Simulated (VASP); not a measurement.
A run of VASP 6.6.1:

File INCAR:

```
PREC = Accurate ; ENCUT = 500
EDIFF = 1E-7 ; ISMEAR = 0
SIGMA = 0.1 ; LREAL = False
LASPH = True ; NELM = 120
ALGO = Normal ; ISIF = 3
LWAVE = False ; LCHARG = False
GGA = PS ; IBRION = 2
NSW = 50 ; EDIFFG = -0.02
PSTRESS = 300.0 ; GGA_COMPAT = False
NELMIN = 4
```

Contents of KPOINTS:

```
Automatic mesh
0
Gamma
  15 15 15
```

File POSCAR:

```
Pb
1.0
   -1.9796600000      1.9796600000      1.9796600000
    1.9796600000     -1.9796600000      1.9796600000
    1.9796600000      1.9796600000     -1.9796600000
Pb
1
Direct
    0.0000000000      0.0000000000      0.0000000000
```

Potentials or basis: VASP PAW PBE potentials, release 64 (Pb_d).

Run with:

```bash
$ cat potpaw_PBE.64/Pb_d/POTCAR > POTCAR
$ mpirun -np 1 vasp_std > vasp.out
```

Hardware: 1 thread of Intel Xeon 6975P-C, on a shared host.

Question: How long does it take, and how much memory?

Answer: It took 5.4 min on 1 thread of Intel Xeon 6975P-C, on a shared host, peak memory 0.2 GiB. Counts: scf iterations 79, k points 120, ion steps 9.
